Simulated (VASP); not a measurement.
# Al18O in VASP: single point with PBE

Aim: the single point of Al18O with PBE.

All numbers are computed with VASP 6.6.1; they aren't measurements. Logs are shortened: lines on timing, memory, paths and dates and some standing lists are left out, and cuts for length are marked.

### 1 The cell of the first run

The cell holds a slab with vacuum, 19 atoms: a = 12.150 Å, b = 5.728 Å, c = 14.864 Å, α = 90.00°, β = 90.00°, γ = 90.00°.

### 2 Single point, PBE

File INCAR:

```
SYSTEM = Al18O
PREC = Accurate
ENCUT = 520
EDIFF = 1E-6
ISMEAR = 0
SIGMA = 0.05
LREAL = Auto
LASPH = .TRUE.
NELM = 100
ALGO = Normal
ISIF = 2
LWAVE = .FALSE.
LCHARG = .FALSE.
GGA = PE
NBANDS = 45
```

File KPOINTS:

```
regular mesh
0
G
  2 4 1
  0 0 0
```

File POSCAR:

```
Al18O
1.0
   12.1500000000      0.0000000000      0.0000000000
    0.0000000000      5.7275650000      0.0000000000
    0.0000000000      0.0000000000     14.8637820000
Al O
18 1
Direct
    0.0000000000      0.0000000000      0.0672776283
    0.3333333333      0.0000000000      0.0672776283
    0.6666666667      0.0000000000      0.0672776283
    0.0000000000      0.5000000873      0.0672776283
    0.3333333333      0.5000000873      0.0672776283
    0.6666666667      0.5000000873      0.0672776283
    0.1729105350      0.2465162770      0.1729114434
    0.5007861728      0.2533891802      0.1547997004
    0.8317232099      0.2438928236      0.1638066947
    0.1668273251      0.7483103204      0.1587003227
    0.5005782716      0.7659642448      0.1526905467
    0.8322213992      0.7425796128      0.1608784359
   -0.0015597531     -0.0061013712      0.2590807642
    0.3398656790     -0.0011128638      0.2589221909
    0.6708167078     -0.0214881891      0.2604658088
   -0.0001453498      0.4955486319      0.2589559642
    0.3415845267      0.5288868830      0.2576307295
    0.6586143210      0.4887967225      0.2630727496
    0.4584416461      0.3337385084      0.2699438810
```

Potentials or basis: VASP PAW PBE potentials, release 64 (Al, O).

The run is started by

```bash
$ cat potpaw_PBE.64/Al/POTCAR potpaw_PBE.64/O/POTCAR > POTCAR
$ mpirun -np 1 vasp_std > vasp.out
```

OUTCAR:

```text
SYSTEM = Al18O
   PREC = Accurate
   ENCUT = 520
   EDIFF = 1E-6
   ISMEAR = 0
   LREAL = Auto
   LASPH = .TRUE.
   NELM = 100
   ISIF = 2
   GGA = PE

 ion  position               nearest neighbor table
   1  0.000  0.000  0.067-  10 2.83  13 2.85   9 2.86   4 2.86   4 2.86  12 2.87   7 2.98
   2  0.333  0.000  0.067-  11 2.75   8 2.82  10 2.83  14 2.85   5 2.86   5 2.86   7 2.87
   3  0.667  0.000  0.067-  11 2.74   8 2.80   9 2.83  12 2.86   6 2.86   6 2.86  15 2.87
   4  0.000  0.500  0.067-  10 2.82  12 2.83  16 2.85   1 2.86   1 2.86   9 2.90   7 3.00
   5  0.333  0.500  0.067-   8 2.80  10 2.82  17 2.84  11 2.84   2 2.86   2 2.86   7 2.89
   6  0.667  0.500  0.067-   8 2.78  12 2.81  11 2.83   3 2.86   3 2.86   9 2.87  18 2.91
   7  0.173  0.247  0.173-  14 2.79  16 2.84  10 2.86  13 2.87   2 2.87  10 2.88   5 2.89  17 2.90
                             1 2.98   4 3.00
   8  0.501  0.253  0.155-  19 1.85   6 2.78  11 2.79   5 2.80   3 2.80   2 2.82  18 2.84  14 2.89
                            17 2.93  11 2.94  15 3.04
   9  0.832  0.244  0.164-   3 2.83  13 2.86  12 2.86   1 2.86  15 2.86   6 2.87  12 2.87  16 2.87
                             4 2.90  18 2.93
  10  0.167  0.748  0.159-   5 2.82   4 2.82   2 2.83   1 2.83   7 2.86  17 2.87   7 2.88  13 2.90
                            16 2.90  14 2.95
  11  0.501  0.766  0.153-   3 2.74   2 2.75   8 2.79   6 2.83  17 2.83   5 2.84  14 2.84  15 2.89
                             8 2.94  18 2.98
  12  0.832  0.743  0.161-  15 2.80   6 2.81   4 2.83   3 2.86   9 2.86   9 2.87   1 2.87  16 2.88
                            13 2.88  18 2.98
  13  0.998  0.994  0.259-   1 2.85  16 2.85   9 2.86   7 2.87  16 2.87  12 2.88  10 2.90
  14  0.340  0.999  0.259-  19 2.40  17 2.69   7 2.79  11 2.84   2 2.85   8 2.89  10 2.95  17 3.04

  15  0.671  0.979  0.260-  12 2.80  18 2.81   9 2.86   3 2.87  11 2.89  18 2.93   8 3.04
  16  1.000  0.496  0.259-   7 2.84   4 2.85  13 2.85   9 2.87  13 2.87  12 2.88  10 2.90
  17  0.342  0.529  0.258-  19 1.82  14 2.69  11 2.83   5 2.84  10 2.87   7 2.90   8 2.93  14 3.04

  18  0.659  0.489  0.263-  19 2.59  15 2.81   8 2.84   6 2.91  15 2.93   9 2.93  12 2.98  11 2.98

  19  0.458  0.334  0.270-  17 1.82   8 1.85  14 2.40  18 2.59

  LATTYP: Found a simple orthorhombic cell.
 ALAT       =     5.7275650000
 B/A-ratio  =     2.1213203167
 C/A-ratio  =     2.5951310897

  Lattice vectors:

 A1 = (   0.0000000000,  -5.7275650000,   0.0000000000)
 A2 = (  12.1500000000,   0.0000000000,   0.0000000000)
 A3 = (   0.0000000000,   0.0000000000,  14.8637820000)

Analysis of symmetry for initial positions (statically):
=====================================================================
 Subroutine PRICEL returns:
 Original cell was already a primitive cell.

 Routine SETGRP: Setting up the symmetry group for a
 simple orthorhombic supercell.

 Subroutine GETGRP returns: Found  1 space group operations
 (whereof  1 operations were pure point group operations)
 out of a pool of  8 trial point group operations.

The static configuration has the point symmetry C_1 .

Analysis of symmetry for dynamics (positions and initial velocities):
=====================================================================
 Subroutine PRICEL returns:
 Original cell was already a primitive cell.

 Routine SETGRP: Setting up the symmetry group for a
 simple orthorhombic supercell.

 Subroutine GETGRP returns: Found  1 space group operations
 (whereof  1 operations were pure point group operations)
 out of a pool of  8 trial point group operations.

The dynamic configuration has the point symmetry C_1 .

 Subroutine INISYM returns: Found  1 space group operations
 (whereof  1 operations are pure point group operations),
 and found     1 'primitive' translations

----------------------------------------------------------------------------------------

                                     Primitive cell

  volume of cell :    1034.3693

  direct lattice vectors                    reciprocal lattice vectors
    12.150000000  0.000000000  0.000000000     0.082304527  0.000000000  0.000000000
     0.000000000  5.727565000  0.000000000     0.000000000  0.174594265  0.000000000
     0.000000000  0.000000000 14.863782000     0.000000000  0.000000000  0.067277628

  length of vectors
    12.150000000  5.727565000 14.863782000     0.082304527  0.174594265  0.067277628

  position of ions in fractional coordinates (direct lattice)
     0.000000000  0.000000000  0.067277628
     0.333333333  0.000000000  0.067277628
     0.666666667  0.000000000  0.067277628
     0.000000000  0.500000087  0.067277628
     0.333333333  0.500000087  0.067277628
     0.666666667  0.500000087  0.067277628
[... 11 lines left out ...]
     0.658614321  0.488796722  0.263072750
     0.458441646  0.333738508  0.269943881

  ion indices of the primitive-cell ions
   primitive index   ion index
                 1           1
                 2           2
                 3           3
                 4           4
                 5           5
                 6           6
[... 11 lines left out ...]
                18          18
                19          19

----------------------------------------------------------------------------------------

 KPOINTS: regular mesh

Automatic generation of k-mesh.
 Grid dimensions read from file:
 generate k-points for:    2    4    1

 Generating k-lattice:

  Cartesian coordinates                     Fractional coordinates (reciprocal lattice)
     0.041152263  0.000000000  0.000000000     0.500000000  0.000000000  0.000000000
     0.000000000  0.043648566  0.000000000     0.000000000  0.250000000  0.000000000
     0.000000000  0.000000000  0.067277628     0.000000000  0.000000000  1.000000000

  Length of vectors
     0.041152263  0.043648566  0.067277628

  Shift w.r.t. Gamma in fractional coordinates (k-lattice)
     0.000000000  0.000000000  0.000000000

 Subroutine IBZKPT returns following result:
 ===========================================

 Found      6 irreducible k-points:

 Following reciprocal coordinates:
            Coordinates               Weight
  0.000000  0.000000  0.000000      1.000000
  0.500000  0.000000  0.000000      1.000000
  0.000000  0.250000  0.000000      2.000000
  0.500000  0.250000  0.000000      2.000000
  0.000000  0.500000  0.000000      1.000000
  0.500000  0.500000  0.000000      1.000000
   k-points           NKPTS =      6   k-points in BZ     NKDIM =      6   number of bands    NBANDS=     45
   number of dos      NEDOS =    301   number of ions     NIONS =     19
   total plane-waves  NPLWV = 483840
   dimension x,y,z NGX =    90 NGY =   48 NGZ =  112
   dimension x,y,z NGXF=   180 NGYF=   96 NGZF=  224
   ions per type =              18   1
   NGX,Y,Z   is equivalent  to a cutoff of  12.31, 13.93, 12.53 a.u.
   NGXF,Y,Z  is equivalent  to a cutoff of  24.63, 27.86, 25.05 a.u.
 SYSTEM =  Al18O
   PREC   = accura    normal or accurate (medium, high low for compatibility)
   ISTART =      0    job   : 0-new  1-cont  2-samecut
   ICHARG =      2    charge: 1-file 2-atom 10-const
   ISPIN  =      1    spin polarized calculation?
   LNONCOLLINEAR =      F non collinear calculations
   LSORBIT =      F    spin-orbit coupling
   LASPH  =      T    aspherical Exc in radial PAW
   ENCUT  =  520.0 eV  38.22 Ry    6.18 a.u.  22.59 10.65 27.64*2*pi/ulx,y,z
   NELM   =    100;   NELMIN=  2; NELMDL= -5     # of ELM steps
   EDIFF  = 0.1E-05   stopping-criterion for ELM
   LREAL  =      T    real-space projection
   EDIFFG = 0.1E-04   stopping-criterion for IOM
   NSW    =      0    number of steps for IOM
   IBRION =     -1    ionic relax: 0-MD 1-quasi-New 2-CG
   NFREE  =      0    steps in history (QN), initial steepest desc. (CG)
   ISIF   =      2    stress and relaxation
   ISYM   =      2    0-nonsym 1-usesym 2-fastsym
   POTIM  = 0.5000    time-step for ionic-motion
   TEBEG  =    0.0;   TEEND  =   0.0 temperature during run
   PSTRESS=    0.0 pullay stress
   NELECT =      60.0000    total number of electrons
   NUPDOWN=      -1.0000    fix difference up-down
   EMIN   =  10.00;   EMAX   =-10.00  energy-range for DOS
   EFERMI =   0.00;   METHOD = LEGACY
   ISMEAR =     0;   SIGMA  =   0.05  broadening in eV -4-tet -1-fermi 0-gaus
   EFERMI_NEDOS =   21; number of points for ismear=-14 and -15
   IALGO  =     38    algorithm
   IMIX   =      4    mixing-type and parameters
     AMIX     =   0.40;   BMIX     =  1.00
     AMIX_MAG =   1.60;   BMIX_MAG =  1.00
  volume/ion in A,a.u.               =      54.44       367.38
  Fermi-wavevector in a.u.,A,eV,Ry     =   0.633724  1.197564  5.464180  0.401606
  Thomas-Fermi vector in A             =   1.697477
   LORBIT       =      0    0 simple, 1 ext, 2 COOP (PROOUT), +10 PAW based schemes
   GGA     = PE    functional components
   LHFCALC =     F    Hartree Fock is set to
   AEXX    =    0.0000 exact exchange contribution
   IVDW    =     0    specifies the selected vdW correction
   LEPSILON=     F    determine dielectric tensor
   LRPA    =     F    only Hartree local field effects (RPA)
 non-spin polarized calculation
 Gauss-broadening in eV      SIGMA  =   0.05
  energy-cutoff  :      520.00
  volume of cell :     1034.37
 maximum number of plane-waves:     27867
   NGX = 45   NGY = 21   NGZ = 55

 number of electron      60.0000006 magnetization

 Free energy of the ion-electron system (eV)
  ---------------------------------------------------
  ext. energy  EPLUGINS =         0.00000000
  ---------------------------------------------------
  free energy    TOTEN  =       -67.29294532 eV

  energy without entropy =      -67.28387663  energy(sigma->0) =      -67.28841097

 E-fermi :  -0.5198     XC(G=0):  -4.3646

 val. band max:       -0.6054134001   @ k =   0.5000   0.5000   0.0000
 cond. band min:      -0.5159460958   @ k =   0.5000   0.2500   0.0000
 fundamental gap:      0.0894673043
 Fermi energy:        -0.5198215894

 k-point     1 :       0.0000    0.0000    0.0000
  band No.  band energies     occupation
      1     -20.0034      2.00000
      2     -10.0125      2.00000
      3      -9.2066      2.00000
      4      -9.0437      2.00000
      5      -7.2148      2.00000
      6      -6.7459      2.00000
[... 259 lines left out ...]
     41       1.9525      0.00000
     42       2.0191      0.00000
 [bands above 42 left out]

------------------------ aborting loop because EDIFF is reached ----------------------------------------

  FORCE on cell =-STRESS in cart. coord.  units (eV):
  Direction    XX          YY          ZZ          XY          YZ          ZX
  --------------------------------------------------------------------------------------
  -------------------------------------------------------------------------------------
  Total       -7.4344034    -23.4175293      0.3380081     -1.1383800     -1.0744489     -1.1567148
  in kB      -11.5154543    -36.2723776      0.5235547     -1.7632838     -1.6642582     -1.7916833
  external PRESSURE =     -15.7547590 kB  Pullay stress =       0.0000000 kB

 VOLUME and BASIS-vectors are now :
 -----------------------------------------------------------------------------
  energy-cutoff  :      520.00
  volume of cell :     1034.37
      direct lattice vectors                 reciprocal lattice vectors
    12.150000000  0.000000000  0.000000000     0.082304527  0.000000000  0.000000000
     0.000000000  5.727565000  0.000000000     0.000000000  0.174594265  0.000000000
     0.000000000  0.000000000 14.863782000     0.000000000  0.000000000  0.067277628

 POSITION                                       TOTAL-FORCE (eV/Angst)
 -----------------------------------------------------------------------------------
      0.00000      0.00000      1.00000         0.171256     -0.052151      0.039151
      4.05000      0.00000      1.00000        -0.084970     -0.063274     -0.050415
      8.10000      0.00000      1.00000         0.127139      0.038881     -0.101149
      0.00000      2.86378      1.00000         0.164212      0.043250      0.004744
      4.05000      2.86378      1.00000        -0.042342      0.337148     -0.053074
      8.10000      2.86378      1.00000        -0.012018     -0.035625      0.102260
[... 11 lines left out ...]
      8.00216      2.79961      3.91026        -0.007537     -0.012216     -0.012959
      5.57007      1.91151      4.01239        -0.372200     -0.591264      0.247767
 -----------------------------------------------------------------------------------
    total drift:                               -0.009054      0.016603     -0.003357

  FREE ENERGIE OF THE ION-ELECTRON SYSTEM (eV)
  ---------------------------------------------------
  free  energy   TOTEN  =       -67.2929453170 eV

  energy  without entropy=      -67.2838766306  energy(sigma->0) =      -67.28841097
```

It took 6.7 min on 1 thread of AMD EPYC 9R45 (Zen 5), shared host; peak memory 0.9 GiB.

What came out:

* Free energy: -67.2929 eV
* Largest force: 0.741 eV/Å
* Band gap on the k mesh: zero (bands 30 and 31 overlap by 0.92 eV)

Forces in eV/Å, atoms in the order of the input:
```
Al   0.171 -0.052  0.039
Al  -0.085 -0.063 -0.050
Al   0.127  0.039 -0.101
Al   0.164  0.043  0.005
Al  -0.042  0.337 -0.053
Al  -0.012 -0.036  0.102
Al   0.020  0.002  0.070
Al   0.042  0.048 -0.073
Al   0.017  0.000  0.027
Al  -0.013 -0.001 -0.018
Al   0.006  0.068 -0.089
Al   0.050  0.014 -0.023
Al   0.000  0.005  0.004
Al   0.057  0.009 -0.018
Al  -0.025 -0.017  0.014
Al  -0.001  0.015  0.003
Al  -0.097  0.193 -0.074
Al  -0.008 -0.012 -0.013
O   -0.372 -0.591  0.248
```

Levels at points of the mesh, in eV from the Fermi level:
```tsv
k point	band 26	band 27	band 28	band 29	band 30	band 31	band 32	band 33	band 34	band 35
(0.00, 0.00, 0.00)	-1.36	-1.22	-1.11	-1.05	-0.93	-0.65	-0.38	0.16	0.36	0.57
(0.50, 0.00, 0.00)	-1.19	-1.02	-0.93	-0.61	-0.36	0.16	0.32	0.33	0.55	0.76
(0.00, 0.50, 0.00)	-0.51	-0.46	-0.40	-0.38	-0.20	0.04	0.31	0.49	0.71	1.17
(0.50, 0.50, 0.00)	-0.88	-0.79	-0.30	-0.09	0.25	0.51	0.54	0.61	0.77	1.07
```

Caveat: there is no dipole correction, which matters where the two faces differ.

The gap in the log of VASP goes by the Fermi energy; the results here count the filled bands.